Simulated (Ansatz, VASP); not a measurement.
# Se in VASP and in Ansatz

```
Se
1.0
     4.30503    0.00000    0.00000
    -2.15252    3.72827    0.00000
     0.00000    0.00000    8.79222
Se
4
Direct
  0.00000 0.00000 0.96305
  0.00000 0.00000 0.46305
  0.33333 0.66667 0.04195
  0.66667 0.33333 0.54195
```

Alike in both runs: functional PBE; k mesh 6 × 6 × 2; occupations gaussian, width 0.1 eV; no spin polarisation.

Ansatz relaxed the structure, and its values are those at the end. VASP's run is a single point on that final structure, the one shown.

```csv
,VASP,Ansatz
version,VASP 6.6.1,Ansatz 0.2.0
potentials or method,"VASP PAW PBE potentials, release 64 (Se), cutoff 520 eV","scalar-relativistic, plane waves, PAW"
valence electrons in the cell,24,64
```

```csv
,VASP,Ansatz,Ansatz less VASP
gap on the k mesh at the Fermi level (eV),none,none,-
pressure (GPa),0.0,0.0,-0.03
rms of the force components (eV/Å),0.004,0.001,-0.0027
```

A gap of «none» marks a metal or a gap that the smearing closes. VASP's potentials hold 24 valence electrons a cell and Ansatz's 64, so a difference there can come from the potentials and not from the codes.
